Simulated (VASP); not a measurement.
# YHg (Pm-3m) in VASP: a series of runs

Runs on YHg. Level: LDA. Tasks: single point.

Everything below comes from runs of VASP 6.6.1. Logs are shortened: lines on timing, memory, paths and dates and some standing lists are left out, and cuts for length are marked.

## Step 1: The cell of the first run

It takes space group Pm-3m (No. 221, cubic). The conventional cell has a = 3.680 Å, b = 3.680 Å, c = 3.680 Å, α = 90.00°, β = 90.00°, γ = 90.00°. Within 4.2 Å of Y (site symmetry m-3m) lie 8 Hg at 3.19 Å and 6 Y at 3.68 Å. Hg (site symmetry m-3m) has 8 Y at 3.19 Å and 6 Hg at 3.68 Å within 4.2 Å.

## Step 2: Single point, LDA

Contents of INCAR:

```
SYSTEM = YHg
PREC = Accurate
ENCUT = 520
EDIFF = 1E-6
ISMEAR = -1
SIGMA = 0.1
LREAL = .FALSE.
LASPH = .TRUE.
NELM = 100
ALGO = Normal
ISIF = 2
LWAVE = .FALSE.
LCHARG = .FALSE.
GGA = CA
NBANDS = 18
```

Contents of KPOINTS:

```
Automatic mesh
0
G
  8 8 8
  0 0 0
```

Contents of POSCAR:

```
YHg
1.0
    3.6800000000      0.0000000000      0.0000000000
    0.0000000000      3.6800000000      0.0000000000
    0.0000000000      0.0000000000      3.6800000000
Y Hg
1 1
Direct
    0.5000000000      0.5000000000      0.5000000000
    0.0000000000      0.0000000000      0.0000000000
```

Potentials or basis: VASP PAW LDA potentials, release 64 (Y_sv, Hg).

The run is started by

```console
$ cat potpaw_LDA.64/Y_sv/POTCAR potpaw_LDA.64/Hg/POTCAR > POTCAR
$ mpirun -np 1 vasp_std > vasp.out
```

OUTCAR:

```text
SYSTEM = YHg
   PREC = Accurate
   ENCUT = 520
   EDIFF = 1E-6
   ISMEAR = -1
   LREAL = .FALSE.
   LASPH = .TRUE.
   NELM = 100
   ISIF = 2
   GGA = CA

 ion  position               nearest neighbor table
   1  0.500  0.500  0.500-   2 3.19   2 3.19   2 3.19   2 3.19   2 3.19   2 3.19   2 3.19   2 3.19

   2  0.000  0.000  0.000-   1 3.19   1 3.19   1 3.19   1 3.19   1 3.19   1 3.19   1 3.19   1 3.19

  LATTYP: Found a simple cubic cell.
 ALAT       =     3.6800000000

  Lattice vectors:

 A1 = (   3.6800000000,   0.0000000000,   0.0000000000)
 A2 = (   0.0000000000,   3.6800000000,   0.0000000000)
 A3 = (   0.0000000000,   0.0000000000,   3.6800000000)

Analysis of symmetry for initial positions (statically):
=====================================================================
 Subroutine PRICEL returns:
 Original cell was already a primitive cell.

 Routine SETGRP: Setting up the symmetry group for a
 simple cubic supercell.

 Subroutine GETGRP returns: Found 48 space group operations
 (whereof 48 operations were pure point group operations)
 out of a pool of 48 trial point group operations.

The static configuration has the point symmetry O_h .

Analysis of symmetry for dynamics (positions and initial velocities):
=====================================================================
 Subroutine PRICEL returns:
 Original cell was already a primitive cell.

 Routine SETGRP: Setting up the symmetry group for a
 simple cubic supercell.

 Subroutine GETGRP returns: Found 48 space group operations
 (whereof 48 operations were pure point group operations)
 out of a pool of 48 trial point group operations.

The dynamic configuration has the point symmetry O_h .

 Subroutine INISYM returns: Found 48 space group operations
 (whereof 48 operations are pure point group operations),
 and found     1 'primitive' translations

----------------------------------------------------------------------------------------

                                     Primitive cell

  volume of cell :      49.8360

  direct lattice vectors                    reciprocal lattice vectors
     3.680000000  0.000000000  0.000000000     0.271739130  0.000000000  0.000000000
     0.000000000  3.680000000  0.000000000     0.000000000  0.271739130  0.000000000
     0.000000000  0.000000000  3.680000000     0.000000000  0.000000000  0.271739130

  length of vectors
     3.680000000  3.680000000  3.680000000     0.271739130  0.271739130  0.271739130

  position of ions in fractional coordinates (direct lattice)
     0.500000000  0.500000000  0.500000000
     0.000000000  0.000000000  0.000000000

  ion indices of the primitive-cell ions
   primitive index   ion index
                 1           1
                 2           2

----------------------------------------------------------------------------------------

 KPOINTS: Automatic mesh

Automatic generation of k-mesh.
 Grid dimensions read from file:
 generate k-points for:    8    8    8

 Generating k-lattice:

  Cartesian coordinates                     Fractional coordinates (reciprocal lattice)
     0.033967391  0.000000000  0.000000000     0.125000000  0.000000000  0.000000000
     0.000000000  0.033967391  0.000000000     0.000000000  0.125000000  0.000000000
     0.000000000  0.000000000  0.033967391     0.000000000  0.000000000  0.125000000

  Length of vectors
     0.033967391  0.033967391  0.033967391

  Shift w.r.t. Gamma in fractional coordinates (k-lattice)
     0.000000000  0.000000000  0.000000000

 Subroutine IBZKPT returns following result:
 ===========================================

 Found     35 irreducible k-points:

 Following reciprocal coordinates:
            Coordinates               Weight
  0.000000  0.000000  0.000000      1.000000
  0.125000  0.000000  0.000000      6.000000
  0.250000  0.000000  0.000000      6.000000
  0.375000  0.000000  0.000000      6.000000
  0.500000  0.000000  0.000000      3.000000
  0.125000  0.125000  0.000000     12.000000
[... 16 lines left out ...]
  0.375000  0.375000  0.125000     24.000000
  0.500000  0.375000  0.125000     24.000000
 [... further k-points ...]
   k-points           NKPTS =     35   k-points in BZ     NKDIM =     35   number of bands    NBANDS=     18
   number of dos      NEDOS =    301   number of ions     NIONS =      2
   total plane-waves  NPLWV =  21952
   dimension x,y,z NGX =    28 NGY =   28 NGZ =   28
   dimension x,y,z NGXF=    56 NGYF=   56 NGZF=   56
   ions per type =               1   1
   NGX,Y,Z   is equivalent  to a cutoff of  12.65, 12.65, 12.65 a.u.
   NGXF,Y,Z  is equivalent  to a cutoff of  25.30, 25.30, 25.30 a.u.
 SYSTEM =  YHg
   PREC   = accura    normal or accurate (medium, high low for compatibility)
   ISTART =      0    job   : 0-new  1-cont  2-samecut
   ICHARG =      2    charge: 1-file 2-atom 10-const
   ISPIN  =      1    spin polarized calculation?
   LNONCOLLINEAR =      F non collinear calculations
   LSORBIT =      F    spin-orbit coupling
   LASPH  =      T    aspherical Exc in radial PAW
   ENCUT  =  520.0 eV  38.22 Ry    6.18 a.u.   6.84  6.84  6.84*2*pi/ulx,y,z
   NELM   =    100;   NELMIN=  2; NELMDL= -5     # of ELM steps
   EDIFF  = 0.1E-05   stopping-criterion for ELM
   LREAL  =      F    real-space projection
   EDIFFG = 0.1E-04   stopping-criterion for IOM
   NSW    =      0    number of steps for IOM
   IBRION =     -1    ionic relax: 0-MD 1-quasi-New 2-CG
   NFREE  =      0    steps in history (QN), initial steepest desc. (CG)
   ISIF   =      2    stress and relaxation
   ISYM   =      2    0-nonsym 1-usesym 2-fastsym
   POTIM  = 0.5000    time-step for ionic-motion
   TEBEG  =    0.0;   TEEND  =   0.0 temperature during run
   PSTRESS=    0.0 pullay stress
   NELECT =      23.0000    total number of electrons
   NUPDOWN=      -1.0000    fix difference up-down
   EMIN   =  10.00;   EMAX   =-10.00  energy-range for DOS
   EFERMI =   0.00;   METHOD = LEGACY
   ISMEAR =    -1;   SIGMA  =   0.10  broadening in eV -4-tet -1-fermi 0-gaus
   EFERMI_NEDOS =   21; number of points for ismear=-14 and -15
   IALGO  =     38    algorithm
   IMIX   =      4    mixing-type and parameters
     AMIX     =   0.40;   BMIX     =  1.00
     AMIX_MAG =   1.60;   BMIX_MAG =  1.00
  volume/ion in A,a.u.               =      24.92       168.16
  Fermi-wavevector in a.u.,A,eV,Ry     =   1.265133  2.390755 21.776972  1.600562
  Thomas-Fermi vector in A             =   2.398402
   LORBIT       =      0    0 simple, 1 ext, 2 COOP (PROOUT), +10 PAW based schemes
   GGA     = CA    functional components
   LHFCALC =     F    Hartree Fock is set to
   AEXX    =    0.0000 exact exchange contribution
   IVDW    =     0    specifies the selected vdW correction
   LEPSILON=     F    determine dielectric tensor
   LRPA    =     F    only Hartree local field effects (RPA)
 non-spin polarized calculation
  energy-cutoff  :      520.00
  volume of cell :       49.84
 maximum number of plane-waves:      1376
 NGX is ok and might be reduce to    28
   NGX = 13   NGY = 13   NGZ = 13

 number of electron      23.0000002 magnetization

 Free energy of the ion-electron system (eV)
  ---------------------------------------------------
  ext. energy  EPLUGINS =         0.00000000
  ---------------------------------------------------
  free energy    TOTEN  =        -9.21952675 eV

  energy without entropy =       -9.15261371  energy(sigma->0) =       -9.18607023

 E-fermi :   3.8406     XC(G=0): -10.8741

 val. band max:        3.8150635839   @ k =   0.2500   0.2500   0.0000
 cond. band min:       3.8637616267   @ k =   0.5000   0.0000   0.0000
 fundamental gap:      0.0486980428
 Fermi energy:         3.8405829234

 k-point     1 :       0.0000    0.0000    0.0000
  band No.  band energies     occupation
      1     -39.0496      2.00000
      2     -19.0542      2.00000
      3     -19.0542      2.00000
      4     -19.0542      2.00000
      5      -4.1517      2.00000
      6      -3.9300      2.00000
[... 10 lines left out ...]
     17       8.3139      0.00000
     18       8.3139      0.00000

 k-point     2 :       0.1250    0.0000    0.0000
  band No.  band energies     occupation
      1     -39.0471      2.00000
      2     -19.0948      2.00000
      3     -19.0516      2.00000
      4     -19.0516      2.00000
      5      -3.9532      2.00000
      6      -3.9075      2.00000
[... 10 lines left out ...]
     17       9.5116      0.00000
     18       9.5116      0.00000

 k-point     3 :       0.2500    0.0000    0.0000
  band No.  band energies     occupation
      1     -39.0410      2.00000
      2     -19.1910      2.00000
      3     -19.0453      2.00000
      4     -19.0453      2.00000
      5      -3.8523      2.00000
      6      -3.7471      2.00000
[... 10 lines left out ...]
     17      11.1437      0.00000
     18      11.1437      0.00000

 k-point     4 :       0.3750    0.0000    0.0000
  band No.  band energies     occupation
      1     -39.0350      2.00000
      2     -19.2851      2.00000
      3     -19.0389      2.00000
      4     -19.0389      2.00000
      5      -3.7957      2.00000
      6      -3.5965      2.00000
[... 10 lines left out ...]
     17      12.9315      0.00000
     18      12.9323      0.00000

 k-point     5 :       0.5000    0.0000    0.0000
  band No.  band energies     occupation
      1     -39.0325      2.00000
      2     -19.3235      2.00000
      3     -19.0363      2.00000
      4     -19.0363      2.00000
      5      -3.7718      2.00000
      6      -3.5358      2.00000
[... 10 lines left out ...]
     17      12.5523      0.00000
     18      13.0757      0.00000

 k-point     6 :       0.1250    0.1250    0.0000
  band No.  band energies     occupation
      1     -39.0446      2.00000
      2     -19.0956      2.00000
      3     -19.0873      2.00000
      4     -19.0488      2.00000
      5      -3.8809      2.00000
      6      -3.7998      2.00000
[... 307 lines left out ...]
 k-point    21 :       0.3750    0.2500    0.1250
  band No.  band energies     occupation
      1     -39.0247      2.00000
      2     -19.2581      2.00000
      3     -19.1579      2.00000
      4     -19.0622      2.00000
      5      -3.7145      2.00000
      6      -3.6485      2.00000
[... 10 lines left out ...]
     17       9.4199      0.00000
     18      12.0477      0.00000

 k-point    22 :       0.5000    0.2500    0.1250
  band No.  band energies     occupation
      1     -39.0223      2.00000
      2     -19.2939      2.00000
      3     -19.1534      2.00000
      4     -19.0586      2.00000
      5      -3.7505      2.00000
      6      -3.6437      2.00000
[... 10 lines left out ...]
     17       9.4818      0.00000
     18      11.5404      0.00000

 k-point    23 :       0.3750    0.3750    0.1250
  band No.  band energies     occupation
      1     -39.0190      2.00000
      2     -19.2465      2.00000
      3     -19.2399      2.00000
      4     -19.0530      2.00000
      5      -3.8283      2.00000
      6      -3.6584      2.00000
[... 10 lines left out ...]
     17       8.7965      0.00000
     18      10.9970      0.00000

 k-point    24 :       0.5000    0.3750    0.1250
  band No.  band energies     occupation
      1     -39.0167      2.00000
      2     -19.2779      2.00000
      3     -19.2371      2.00000
      4     -19.0491      2.00000
      5      -3.8742      2.00000
      6      -3.6669      2.00000
[... 10 lines left out ...]
     17       8.6938      0.00000
     18      10.6796      0.00000

 [... further k-points ...]
[... 5 lines left out ...]
  --------------------------------------------------------------------------------------
  -------------------------------------------------------------------------------------
  Total       -0.9744538     -0.9744538     -0.9744538      0.0000000     -0.0000000     -0.0000000
  in kB      -31.3276893    -31.3276893    -31.3276893      0.0000000     -0.0000000     -0.0000000
  external PRESSURE =     -31.3276893 kB  Pullay stress =       0.0000000 kB

 VOLUME and BASIS-vectors are now :
 -----------------------------------------------------------------------------
  energy-cutoff  :      520.00
  volume of cell :       49.84
      direct lattice vectors                 reciprocal lattice vectors
     3.680000000  0.000000000  0.000000000     0.271739130  0.000000000  0.000000000
     0.000000000  3.680000000  0.000000000     0.000000000  0.271739130  0.000000000
     0.000000000  0.000000000  3.680000000     0.000000000  0.000000000  0.271739130

 POSITION                                       TOTAL-FORCE (eV/Angst)
 -----------------------------------------------------------------------------------
      1.84000      1.84000      1.84000         0.000000      0.000000      0.000000
      0.00000      0.00000      0.00000         0.000000      0.000000      0.000000
 -----------------------------------------------------------------------------------
    total drift:                               -0.000000      0.000000      0.000000

  FREE ENERGIE OF THE ION-ELECTRON SYSTEM (eV)
  ---------------------------------------------------
  free  energy   TOTEN  =        -9.2195267504 eV

  energy  without entropy=       -9.1526137140  energy(sigma->0) =       -9.18607023
```

Run time: 9.1 s. Hardware: 1 thread of Intel Xeon 6975P-C (Granite Rapids), shared host; peak memory 0.17 GiB.

Results:

```
Free energy : -9.2195 eV
Pressure    : -3.1 GPa
```

Caveat: spin-orbit coupling is left out, which moves the levels of the heavy elements.

[end of part 1 of 2]
